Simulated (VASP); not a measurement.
# MgO (P6_3/mmc) in VASP: a series of runs, part 2 of 2

VASP 6.6.1.

### 3 Single point, PBEsol (strain +0.000 along x and y, -0.050 along z)

The input, INCAR:

```
SYSTEM = MgO
  ALGO = Normal
  EDIFF = 1E-7
  ENCUT = 520
  GGA = PS
  ISIF = 2
  ISMEAR = 0
  LASPH = .TRUE.
  LCHARG = .FALSE.
  LREAL = .FALSE.
  LWAVE = .FALSE.
  NBANDS = 16
  NELM = 80
  PREC = Accurate
  SIGMA = 0.05
```

The input, KPOINTS:

```
k-points
0
G
  9 9 6
  0 0 0
```

The input, POSCAR:

```
MgO
1.0
    3.4863778627      0.0000000000      0.0000000000
   -1.7431889314      3.0192917963      0.0000000000
    0.0000000000      0.0000000000      3.9691391590
Mg O
2 2
Direct
    0.6666666667      0.3333333333      0.7500000000
    0.3333333333      0.6666666667      0.2500000000
    0.6666666667      0.3333333333      0.2500000000
    0.3333333333      0.6666666667      0.7500000000
```

Potentials or basis: VASP PAW PBE potentials, release 64 (Mg, O).

The run is started by

```sh
> cat potpaw_PBE.64/Mg/POTCAR potpaw_PBE.64/O/POTCAR > POTCAR
> mpirun -np 1 vasp_std > vasp.out
```

OUTCAR:

```text
SYSTEM = MgO
   EDIFF = 1E-7
   ENCUT = 520
   GGA = PS
   ISIF = 2
   ISMEAR = 0
   LASPH = .TRUE.
   LREAL = .FALSE.
   NELM = 80
   PREC = Accurate

 ion  position               nearest neighbor table
   1  0.667  0.333  0.750-   3 1.98   3 1.98   4 2.01   4 2.01   4 2.01   2 2.83   2 2.83   2 2.83
                             2 2.83   2 2.83   2 2.83
   2  0.333  0.667  0.250-   4 1.98   4 1.98   3 2.01   3 2.01   3 2.01   1 2.83   1 2.83   1 2.83
                             1 2.83   1 2.83   1 2.83
   3  0.667  0.333  0.250-   1 1.98   1 1.98   2 2.01   2 2.01   2 2.01
   4  0.333  0.667  0.750-   2 1.98   2 1.98   1 2.01   1 2.01   1 2.01

  LATTYP: Found a hexagonal cell.
 ALAT       =     3.4863778627
 C/A-ratio  =     1.1384707325

  Lattice vectors:

 A1 = (   3.4863778627,   0.0000000000,   0.0000000000)
 A2 = (  -1.7431889314,   3.0192917963,   0.0000000000)
 A3 = (   0.0000000000,   0.0000000000,   3.9691391590)

Analysis of symmetry for initial positions (statically):
=====================================================================
 Subroutine PRICEL returns:
 Original cell was already a primitive cell.

 Routine SETGRP: Setting up the symmetry group for a
 hexagonal supercell.

 Subroutine GETGRP returns: Found 24 space group operations
 (whereof 12 operations were pure point group operations)
 out of a pool of 24 trial point group operations.

The static configuration has the point symmetry D_3d.
 The point group associated with its full space group is D_6h.

Analysis of symmetry for dynamics (positions and initial velocities):
=====================================================================
 Subroutine PRICEL returns:
 Original cell was already a primitive cell.

 Routine SETGRP: Setting up the symmetry group for a
 hexagonal supercell.

 Subroutine GETGRP returns: Found 24 space group operations
 (whereof 12 operations were pure point group operations)
 out of a pool of 24 trial point group operations.

[... 121 lines left out ...]
   EFERMI_NEDOS =   21; number of points for ismear=-14 and -15
   IALGO  =     38    algorithm
   IMIX   =      4    mixing-type and parameters
     AMIX     =   0.40;   BMIX     =  1.00
     AMIX_MAG =   1.60;   BMIX_MAG =  1.00
  volume/ion in A,a.u.               =      10.45        70.49
  Fermi-wavevector in a.u.,A,eV,Ry     =   1.188839  2.246579 19.229618  1.413337
  Thomas-Fermi vector in A             =   2.324959
   LORBIT       =      0    0 simple, 1 ext, 2 COOP (PROOUT), +10 PAW based schemes
   GGA     = PS    functional components
   LHFCALC =     F    Hartree Fock is set to
   AEXX    =    0.0000 exact exchange contribution
   IVDW    =     0    specifies the selected vdW correction
   LEPSILON=     F    determine dielectric tensor
   LRPA    =     F    only Hartree local field effects (RPA)
 non-spin polarized calculation
 Gauss-broadening in eV      SIGMA  =   0.05
  energy-cutoff  :      520.00
  volume of cell :       41.78
 maximum number of plane-waves:      1143
 NGX is ok and might be reduce to    28
   NGX = 13   NGY = 13   NGZ = 15

 number of electron      15.9999992 magnetization

 Free energy of the ion-electron system (eV)
  ---------------------------------------------------
  ext. energy  EPLUGINS =         0.00000000
  ---------------------------------------------------
  free energy    TOTEN  =       -24.62668715 eV

  energy without entropy =      -24.62668715  energy(sigma->0) =      -24.62668715

 E-fermi :   2.4210     XC(G=0): -10.5288

 val. band max:        2.1400466257   @ k =   0.0000   0.0000   0.0000
 cond. band min:       5.7521755819   @ k =   0.0000   0.0000   0.0000
 fundamental gap:      3.6121289562
 Fermi energy:         2.4209887335

 k-point     1 :       0.0000    0.0000    0.0000
  band No.  band energies     occupation
      1     -14.9168      2.00000
      2     -13.2625      2.00000
      3      -1.5389      2.00000
      4       0.2580      2.00000
      5       0.2580      2.00000
      6       1.3830      2.00000
[... 433 lines left out ...]
      3      -1.5844      2.00000
      4      -0.7696      2.00000
      5      -0.7696      2.00000
      6       0.9931      2.00000
[... 8 lines left out ...]
     15      16.8579      0.00000
     16      19.1671      0.00000

 [... further k-points ...]
[... 5 lines left out ...]
  --------------------------------------------------------------------------------------
  -------------------------------------------------------------------------------------
  Total        1.2921069      1.2921069      5.1285863     -0.0000000      0.0000000      0.0000000
  in kB       49.5488016     49.5488016    196.6674046     -0.0000000      0.0000000      0.0000000
  external PRESSURE =      98.5883359 kB  Pullay stress =       0.0000000 kB

 VOLUME and BASIS-vectors are now :
 -----------------------------------------------------------------------------
  energy-cutoff  :      520.00
  volume of cell :       41.78
      direct lattice vectors                 reciprocal lattice vectors
     3.486377863  0.000000000  0.000000000     0.286830642  0.165601748  0.000000000
    -1.743188931  3.019291796  0.000000000     0.000000000  0.331203497  0.000000000
     0.000000000  0.000000000  3.969139159     0.000000000  0.000000000  0.251943799

 POSITION                                       TOTAL-FORCE (eV/Angst)
 -----------------------------------------------------------------------------------
      1.74319      1.00643      2.97685        -0.000000      0.000000      0.000000
     -0.00000      2.01286      0.99228         0.000000     -0.000000      0.000000
      1.74319      1.00643      0.99228         0.000000      0.000000      0.000000
     -0.00000      2.01286      2.97685        -0.000000     -0.000000      0.000000
 -----------------------------------------------------------------------------------
    total drift:                                0.000000     -0.000000      0.000000

  FREE ENERGIE OF THE ION-ELECTRON SYSTEM (eV)
  ---------------------------------------------------
  free  energy   TOTEN  =       -24.6266871464 eV

  energy  without entropy=      -24.6266871464  energy(sigma->0) =      -24.62668715
```

It took 60 s on 1 thread of AMD EPYC 7R13, shared host; peak memory 0.15 GiB.

Results:

| Property | Result |
| --- | --- |
| Free energy | -24.6267 eV |
| Pressure | 9.9 GPa |
| Band gap on the k mesh | 3.61 eV, direct |

Caveat: the cell differs from its parent crystal (strain +0.000 along x and y, -0.050 along z); the PAW data sets were made with another functional, which shifts forces and pressure a little.
